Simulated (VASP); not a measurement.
RbZn2, 3 atoms in the cell. The cell holds a sheet with vacuum, 3 atoms: a = 4.641 Å, b = 4.641 Å, c = 17.000 Å, α = 90.00°, β = 90.00°, γ = 90.00°. 

| Property | Result |
| --- | --- |
| Program | VASP 6.6.1 |
| Task | single point |
| Functional | PBE |
| Potentials or basis | VASP PAW PBE potentials, release 64 (Rb_sv, Zn) |
| Cutoff | 520 eV |
| k mesh | 4 × 4 × 1 |
| Occupations | gaussian, width 0.1 eV |
| Spin | no spin polarisation |
| Dipole correction | yes |
| Further INCAR settings | ALGO = Normal; EDIFF = 1e-06; NBANDS = 24 |

Potentials or basis: VASP PAW PBE potentials, release 64 (Rb_sv, Zn).

Launch:

```bash
$ cat potpaw_PBE.64/Rb_sv/POTCAR potpaw_PBE.64/Zn/POTCAR > POTCAR
$ mpirun -np 1 vasp_std > vasp.out
```

Hardware: 1 thread of AMD EPYC 7R13 Processor (Zen 3), on a shared host.

Q: Estimate the wall time of this run.

A: It took 110 s on 1 thread of AMD EPYC 7R13 Processor (Zen 3), with other jobs on the host, peak memory 0.37 GiB. Counts: scf iterations 19, k points 6.
